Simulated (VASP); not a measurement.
WF2, 6 atoms in the cell. The structure is tetragonal, space group P4_2/mnm (No. 136). Conventional cell: a = 6.212 Å, b = 6.212 Å, c = 2.617 Å, α = 90.00°, β = 90.00°, γ = 90.00°. Within 2.9 Å of W (site symmetry mmm) lie 6 F at 2.16 to 2.58 Å and 2 W at 2.62 Å. F (site symmetry m2m) has 3 W at 2.16 to 2.58 Å and 2 F at 2.62 Å within 2.9 Å. 

| Property | Result |
| --- | --- |
| Program | VASP 6.6.1 |
| Task | single point |
| Functional | PBE |
| Potentials or basis | VASP PAW PBE potentials, release 64 (W_sv, F) |
| Cutoff | 520 eV |
| k mesh | 6 × 6 × 14 |
| Occupations | gaussian, width 0.1 eV |
| Spin | collinear spin |
| Starting moments | [2.5, 2.5, 0.0, 0.0, 0.0, 0.0] μB |
| Dipole correction | no |
| Further INCAR settings | ALGO = Normal; EDIFF = 1e-07; NBANDS = 41 |

Potentials or basis: VASP PAW PBE potentials, release 64 (W_sv, F).

Command:

```console
$ cat potpaw_PBE.64/W_sv/POTCAR potpaw_PBE.64/F/POTCAR > POTCAR
$ mpirun -np 1 vasp_std > vasp.out
```

Hardware: 1 thread of Oxide Virtual Turin-like Processor, on a shared host.

Problem. Estimate the wall time of this run.

Solution. Wall time 17 min on 1 thread of Oxide Virtual Turin-like Processor, with other jobs on the host, peak memory 0.51 GiB. Counts: scf iterations 17, k points 80.
